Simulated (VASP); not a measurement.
Here is a VASP 6.6.1 calculation.

Contents of INCAR:

```
PREC = Accurate
ENCUT = 520
EDIFF = 1E-6
ISMEAR = -1
SIGMA = 0.03
LREAL = F
LASPH = T
NELM = 100
ALGO = Normal
ISIF = 2
LWAVE = F
LCHARG = F
NBANDS = 9
```

The input KPOINTS:

```
regular mesh
0
Gamma
  11 11 11
```

POSCAR

```
LiH
1.0
    0.0000000000      2.0050304164      2.0050304164
    2.0050304164      0.0000000000      2.0050304164
    2.0050304164      2.0050304164      0.0000000000
Li H
1 1
Direct
    0.0000000000      0.0000000000      0.0000000000
    0.5000000000      0.5000000000      0.5000000000
```

Potentials or basis: VASP PAW LDA potentials, release 64 (Li_sv, H).

Run with:

```console
$ cat potpaw_LDA.64/Li_sv/POTCAR potpaw_LDA.64/H/POTCAR > POTCAR
$ mpirun -np 1 vasp_std > vasp.out
```

Q: Estimate the band gap on the k mesh.

A: 2.81 eV, direct.

 A k mesh can miss the band edges.
